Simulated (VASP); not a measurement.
# TiPS4 (Cmcm) in VASP: single point with r2SCAN

Aim: the single point of TiPS4 with r2SCAN.

Program: VASP 6.6.1. These are calculated values, not measurements. Logs are shortened: lines on timing, memory, paths and dates and some standing lists are left out, and cuts for length are marked.

### Step 1. The cell of the first run

The structure is orthorhombic, space group Cmcm (No. 63). Conventional cell: a = 6.678 Å, b = 9.937 Å, c = 7.102 Å, α = 90.00°, β = 90.00°, γ = 90.00°. Within 2.9 Å of S (site symmetry m) lie 1 P at 2.18 Å and 2 Ti at 2.46 Å. S (site symmetry m) has 1 P at 2.01 Å and 1 Ti at 2.43 Å within 2.7 Å. P (site symmetry m2m) has 4 S at 2.01 to 2.18 Å within 2.7 Å. Within 3.2 Å of Ti (site symmetry 2/m) lie 6 S at 2.43 to 2.46 Å.

### Step 2. Single point, r2SCAN

The input, POSCAR:

```
TiPS4
1.0
    3.3388160123      4.9687128080      0.0000000000
    3.3388160123     -4.9687128080      0.0000000000
    0.0000000000      0.0000000000     -7.1016912394
S P Ti
8 2 2
Direct
    0.7358097278      0.7557473169      0.7500000000
    0.2641902722      0.2442526831      0.2500000000
    0.7557473169      0.7358097278      0.2500000000
    0.2442526831      0.2641902722      0.7500000000
    0.2449119997      0.7550880003      0.9955214643
    0.7550880003      0.2449119997      0.4955214643
    0.7550880003      0.2449119997      0.0044785357
    0.2449119997      0.7550880003      0.5044785357
    0.3450093937      0.6549906063      0.7500000000
    0.6549906063      0.3450093937      0.2500000000
    0.0000000000      0.0000000000      0.0000000000
    0.0000000000      0.0000000000      0.5000000000
```

The input, INCAR.step1:

```
  ALGO = Normal
  EDIFF = 1E-4
  ENCUT = 520
  GGA = PE
  ISMEAR = -1
  LASPH = T
  LCHARG = F
  LREAL = F
  LWAVE = T
  NBANDS = 53
  NELM = 100
  PREC = Accurate
  SIGMA = 0.1
```

The input, INCAR.step2:

```
  ALGO = Normal
  EDIFF = 1E-7
  ENCUT = 520
  ISIF = 2
  ISMEAR = -1
  ISTART = 1
  LASPH = T
  LCHARG = F
  LMIXTAU = T
  LREAL = F
  LWAVE = F
  METAGGA = R2SCAN
  NBANDS = 53
  NELM = 100
  PREC = Accurate
  SIGMA = 0.1
```

The input, KPOINTS:

```
k-points
0
Gamma
  5 5 3
```

Potentials or basis: VASP PAW PBE potentials, release 64 (S, P, Ti_sv).

The run is started by

```sh
cat potpaw_PBE.64/S/POTCAR potpaw_PBE.64/P/POTCAR potpaw_PBE.64/Ti_sv/POTCAR > POTCAR
cp INCAR.step1 INCAR
mpirun -np 1 vasp_std > vasp.out
cp INCAR.step2 INCAR
mpirun -np 1 vasp_std > vasp.out
```

OUTCAR:

```text
EDIFF = 1E-7
   ENCUT = 520
   ISIF = 2
   ISMEAR = -1
   ISTART = 1
   LASPH = T
   LREAL = F
   METAGGA = R2SCAN
   NELM = 100
   PREC = Accurate

 ion  position               nearest neighbor table
   1  0.736  0.756  0.750-   9 2.18  11 2.46  12 2.46
   2  0.264  0.244  0.250-  10 2.18  11 2.46  12 2.46
   3  0.756  0.736  0.250-  10 2.18  11 2.46  12 2.46
   4  0.244  0.264  0.750-   9 2.18  11 2.46  12 2.46
   5  0.245  0.755  0.996-   9 2.01  11 2.43
   6  0.755  0.245  0.496-  10 2.01  12 2.43
   7  0.755  0.245  0.004-  10 2.01  11 2.43
   8  0.245  0.755  0.504-   9 2.01  12 2.43
   9  0.345  0.655  0.750-   5 2.01   8 2.01   1 2.18   4 2.18
  10  0.655  0.345  0.250-   6 2.01   7 2.01   2 2.18   3 2.18
  11  0.000  0.000  0.000-   5 2.43   7 2.43   3 2.46   4 2.46   1 2.46   2 2.46
  12  0.000  0.000  0.500-   6 2.43   8 2.43   3 2.46   4 2.46   1 2.46   2 2.46

  LATTYP: Found a base centered orthorhombic cell.
 ALAT       =     6.6776320246
 B/A-ratio  =     1.4881661013
 C/A-ratio  =     1.0635044299

  Lattice vectors:

 A1 = (   3.3388160123,   4.9687128080,   0.0000000000)
 A2 = (   3.3388160123,  -4.9687128080,   0.0000000000)
 A3 = (   0.0000000000,   0.0000000000,  -7.1016912394)

Analysis of symmetry for initial positions (statically):
=====================================================================
 Subroutine PRICEL returns:
 Original cell was already a primitive cell.

 Routine SETGRP: Setting up the symmetry group for a
 base centered orthorhombic supercell.

 Subroutine GETGRP returns: Found  8 space group operations
 (whereof  4 operations were pure point group operations)
 out of a pool of  8 trial point group operations.

The static configuration has the point symmetry C_2h.
 The point group associated with its full space group is D_2h.

Analysis of symmetry for dynamics (positions and initial velocities):
=====================================================================
 Subroutine PRICEL returns:
 Original cell was already a primitive cell.

 Routine SETGRP: Setting up the symmetry group for a
 base centered orthorhombic supercell.

 Subroutine GETGRP returns: Found  8 space group operations
 (whereof  4 operations were pure point group operations)
 out of a pool of  8 trial point group operations.

The dynamic configuration has the point symmetry C_2h.
 The point group associated with its full space group is D_2h.

 Subroutine INISYM returns: Found  8 space group operations
 (whereof  4 operations are pure point group operations),
 and found     1 'primitive' translations

----------------------------------------------------------------------------------------

                                     Primitive cell

  volume of cell :     235.6287

  direct lattice vectors                    reciprocal lattice vectors
     3.338816012  4.968712808  0.000000000     0.149753685  0.100629684  0.000000000
     3.338816012 -4.968712808  0.000000000     0.149753685 -0.100629684  0.000000000
     0.000000000  0.000000000 -7.101691239     0.000000000  0.000000000 -0.140811529

  length of vectors
     5.986300972  5.986300972  7.101691239     0.180423112  0.180423112  0.140811529

  position of ions in fractional coordinates (direct lattice)
     0.735809728  0.755747317  0.750000000
     0.264190272  0.244252683  0.250000000
     0.755747317  0.735809728  0.250000000
     0.244252683  0.264190272  0.750000000
     0.244912000  0.755088000  0.995521464
     0.755088000  0.244912000  0.495521464
     0.755088000  0.244912000  0.004478536
     0.244912000  0.755088000  0.504478536
     0.345009394  0.654990606  0.750000000
     0.654990606  0.345009394  0.250000000
     0.000000000  0.000000000  0.000000000
     0.000000000  0.000000000  0.500000000

  ion indices of the primitive-cell ions
   primitive index   ion index
                 1           1
                 2           2
                 3           3
                 4           4
                 5           5
                 6           6
                 7           7
                 8           8
                 9           9
                10          10
                11          11
                12          12

----------------------------------------------------------------------------------------

 KPOINTS: k-points

Automatic generation of k-mesh.
 Grid dimensions read from file:
 generate k-points for:    5    5    3

 Generating k-lattice:

  Cartesian coordinates                     Fractional coordinates (reciprocal lattice)
     0.029950737  0.020125937  0.000000000     0.200000000  0.000000000  0.000000000
     0.029950737 -0.020125937  0.000000000     0.000000000  0.200000000  0.000000000
     0.000000000  0.000000000 -0.046937176     0.000000000  0.000000000  0.333333333

  Length of vectors
     0.036084622  0.036084622  0.046937176

  Shift w.r.t. Gamma in fractional coordinates (k-lattice)
     0.000000000  0.000000000  0.000000000

 Subroutine IBZKPT returns following result:
 ===========================================

 Found     18 irreducible k-points:

 Following reciprocal coordinates:
            Coordinates               Weight
  0.000000  0.000000  0.000000      1.000000
  0.200000 -0.000000  0.000000      4.000000
  0.400000 -0.000000  0.000000      4.000000
  0.200000  0.200000  0.000000      2.000000
  0.400000  0.200000  0.000000      4.000000
 -0.400000  0.200000  0.000000      4.000000
[... 10 lines left out ...]
  0.400000  0.400000  0.333333      4.000000
 -0.400000  0.400000  0.333333      4.000000
   k-points           NKPTS =     18   k-points in BZ     NKDIM =     18   number of bands    NBANDS=     53
   number of dos      NEDOS =    301   number of ions     NIONS =     12
   total plane-waves  NPLWV = 124416
   dimension x,y,z NGX =    48 NGY =   48 NGZ =   54
   dimension x,y,z NGXF=    96 NGYF=   96 NGZF=  108
   ions per type =               8   2   2
   NGX,Y,Z   is equivalent  to a cutoff of  13.33, 13.33, 12.64 a.u.
   NGXF,Y,Z  is equivalent  to a cutoff of  26.66, 26.66, 25.28 a.u.
 SYSTEM =  unknown system
   PREC   = accura    normal or accurate (medium, high low for compatibility)
   ISTART =      1    job   : 0-new  1-cont  2-samecut
   ICHARG =      0    charge: 1-file 2-atom 10-const
   ISPIN  =      1    spin polarized calculation?
   LNONCOLLINEAR =      F non collinear calculations
   LSORBIT =      F    spin-orbit coupling
   LASPH  =      T    aspherical Exc in radial PAW
   ENCUT  =  520.0 eV  38.22 Ry    6.18 a.u.  11.13 11.13 13.20*2*pi/ulx,y,z
   NELM   =    100;   NELMIN=  2; NELMDL=  0     # of ELM steps
   EDIFF  = 0.1E-06   stopping-criterion for ELM
   LREAL  =      F    real-space projection
   EDIFFG = 0.1E-05   stopping-criterion for IOM
   NSW    =      0    number of steps for IOM
   IBRION =     -1    ionic relax: 0-MD 1-quasi-New 2-CG
   NFREE  =      0    steps in history (QN), initial steepest desc. (CG)
   ISIF   =      2    stress and relaxation
   ISYM   =      2    0-nonsym 1-usesym 2-fastsym
   POTIM  = 0.5000    time-step for ionic-motion
   TEBEG  =    0.0;   TEEND  =   0.0 temperature during run
   PSTRESS=    0.0 pullay stress
   NELECT =      82.0000    total number of electrons
   NUPDOWN=      -1.0000    fix difference up-down
   EMIN   =  10.00;   EMAX   =-10.00  energy-range for DOS
   EFERMI =   0.00;   METHOD = LEGACY
   ISMEAR =    -1;   SIGMA  =   0.10  broadening in eV -4-tet -1-fermi 0-gaus
   EFERMI_NEDOS =   21; number of points for ismear=-14 and -15
   IALGO  =     38    algorithm
   IMIX   =      4    mixing-type and parameters
     AMIX     =   0.40;   BMIX     =  1.00
     AMIX_MAG =   1.60;   BMIX_MAG =  1.00
  volume/ion in A,a.u.               =      19.64       132.51
  Fermi-wavevector in a.u.,A,eV,Ry     =   1.151516  2.176050 18.041184  1.325990
  Thomas-Fermi vector in A             =   2.288173
   LORBIT       =      0    0 simple, 1 ext, 2 COOP (PROOUT), +10 PAW based schemes
   METAGGA = R2SCAN    functional components
   LHFCALC =     F    Hartree Fock is set to
   AEXX    =    0.0000 exact exchange contribution
   IVDW    =     0    specifies the selected vdW correction
   LEPSILON=     F    determine dielectric tensor
   LRPA    =     F    only Hartree local field effects (RPA)
 non-spin polarized calculation
  energy-cutoff  :      520.00
  volume of cell :      235.63
 maximum number of plane-waves:      6377
 NGX is ok and might be reduce to    48
   NGX = 23   NGY = 23   NGZ = 27

 number of electron      81.9999991 magnetization

 Free energy of the ion-electron system (eV)
  ---------------------------------------------------
  ext. energy  EPLUGINS =         0.00000000
  ---------------------------------------------------
  free energy    TOTEN  =      -116.76991361 eV

  energy without entropy =     -116.65265186  energy(sigma->0) =     -116.71128274

 E-fermi :   5.5713     XC(G=0): -10.2951

 val. band max:        5.5649395908   @ k =   0.4000   0.4000   0.3333
 cond. band min:       5.6288828095   @ k =   0.4000  -0.0000   0.3333
 fundamental gap:      0.0639432186
 Fermi energy:         5.5713222258

 k-point     1 :       0.0000    0.0000    0.0000
  band No.  band energies     occupation
      1     -54.7803      2.00000
      2     -54.7766      2.00000
      3     -30.0935      2.00000
      4     -30.0680      2.00000
      5     -30.0375      2.00000
      6     -30.0258      2.00000
[... 45 lines left out ...]
     52       8.4564      0.00000
     53       8.6330      0.00000

 k-point     2 :       0.2000   -0.0000    0.0000
  band No.  band energies     occupation
      1     -54.7803      2.00000
      2     -54.7766      2.00000
      3     -30.0935      2.00000
      4     -30.0680      2.00000
      5     -30.0375      2.00000
      6     -30.0258      2.00000
[... 45 lines left out ...]
     52       8.2707      0.00000
     53       8.3804      0.00000

 k-point     3 :       0.4000   -0.0000    0.0000
  band No.  band energies     occupation
      1     -54.7803      2.00000
      2     -54.7766      2.00000
      3     -30.0935      2.00000
      4     -30.0681      2.00000
      5     -30.0375      2.00000
      6     -30.0258      2.00000
[... 45 lines left out ...]
     52       8.3121      0.00000
     53       8.7104      0.00000
[... 729 lines left out ...]
 k-point    17 :       0.4000    0.4000    0.3333
  band No.  band energies     occupation
      1     -54.7794      2.00000
      2     -54.7775      2.00000
      3     -30.0866      2.00000
      4     -30.0739      2.00000
      5     -30.0346      2.00000
      6     -30.0288      2.00000
[... 45 lines left out ...]
     52       8.5968      0.00000
     53       8.6529      0.00000

 k-point    18 :      -0.4000    0.4000    0.3333
  band No.  band energies     occupation
      1     -54.7794      2.00000
      2     -54.7775      2.00000
      3     -30.0866      2.00000
      4     -30.0739      2.00000
      5     -30.0346      2.00000
      6     -30.0288      2.00000
[... 45 lines left out ...]
     52       8.5187      0.00000
     53       8.8653      0.00000

------------------------ aborting loop because EDIFF is reached ----------------------------------------

  FORCE on cell =-STRESS in cart. coord.  units (eV):
  Direction    XX          YY          ZZ          XY          YZ          ZX
  --------------------------------------------------------------------------------------
  -------------------------------------------------------------------------------------
  Total       -0.2013809     -0.3895327     -0.6734404      0.0000000      0.0000000      0.0000000
  in kB       -1.3693069     -2.6486607     -4.5791154      0.0000000      0.0000000      0.0000000
  external PRESSURE =      -2.8656943 kB  Pullay stress =       0.0000000 kB

 VOLUME and BASIS-vectors are now :
 -----------------------------------------------------------------------------
  energy-cutoff  :      520.00
  volume of cell :      235.63
      direct lattice vectors                 reciprocal lattice vectors
     3.338816012  4.968712808  0.000000000     0.149753685  0.100629684  0.000000000
     3.338816012 -4.968712808  0.000000000     0.149753685 -0.100629684  0.000000000
     0.000000000  0.000000000 -7.101691239     0.000000000  0.000000000 -0.140811529

 POSITION                                       TOTAL-FORCE (eV/Angst)
 -----------------------------------------------------------------------------------
      4.98003     -0.09906     -5.32627        -0.051490     -0.025557     -0.000000
      1.69760      0.09906     -1.77542         0.051490      0.025557     -0.000000
      4.98003      0.09906     -1.77542        -0.051490      0.025557     -0.000000
      1.69760     -0.09906     -5.32627         0.051490     -0.025557     -0.000000
      3.33882     -2.53492     -7.06989         0.000000      0.061975      0.093225
      3.33882      2.53492     -3.51904         0.000000     -0.061975      0.093225
      3.33882      2.53492     -0.03181         0.000000     -0.061975     -0.093225
      3.33882     -2.53492     -3.58265         0.000000      0.061975     -0.093225
      3.33882     -1.54021     -5.32627         0.000000     -0.050702      0.000000
      3.33882      1.54021     -1.77542         0.000000      0.050702      0.000000
      0.00000      0.00000      0.00000         0.000000      0.000000     -0.000000
      0.00000      0.00000     -3.55085         0.000000      0.000000     -0.000000
 -----------------------------------------------------------------------------------
    total drift:                                0.000000      0.000000     -0.000000

  FREE ENERGIE OF THE ION-ELECTRON SYSTEM (eV)
  ---------------------------------------------------
  free  energy   TOTEN  =      -116.7699136105 eV

  energy  without entropy=     -116.6526518628  energy(sigma->0) =     -116.71128274
```

Run time: 18 min. Hardware: 1 thread of Intel Xeon Platinum 8259CL at 2.50GHz (Skylake/Cascade Lake), shared host; peak memory 0.47 GiB.

Results:

| Item | Value |
| --- | --- |
| Free energy | -116.7699 eV |
| Pressure | -0.3 GPa |
| Largest force | 0.112 eV/Å |
| Band gap on the k mesh | zero (bands 41 and 42 overlap by 0.12 eV) |

Forces on the atoms (eV/Å):
```
S   -0.051 -0.026  0.000
S    0.051  0.026  0.000
S   -0.051  0.026  0.000
S    0.051 -0.026  0.000
S    0.000  0.062  0.093
S    0.000 -0.062  0.093
S    0.000 -0.062 -0.093
S    0.000  0.062 -0.093
P    0.000 -0.051  0.000
P    0.000  0.051  0.000
Ti   0.000  0.000  0.000
Ti   0.000  0.000  0.000
```

Levels at points of the mesh, in eV from the Fermi level:
```tsv
k point	band 37	band 38	band 39	band 40	band 41	band 42	band 43	band 44	band 45	band 46
(0.00, 0.00, 0.00)	-1.49	-1.31	-0.91	-0.88	-0.83	0.39	0.47	0.78	0.86	1.14
```

Caveat: the PAW data sets were made with another functional, which shifts forces and pressure a little.

The gap in the log of VASP goes by the Fermi energy; the results here count the filled bands.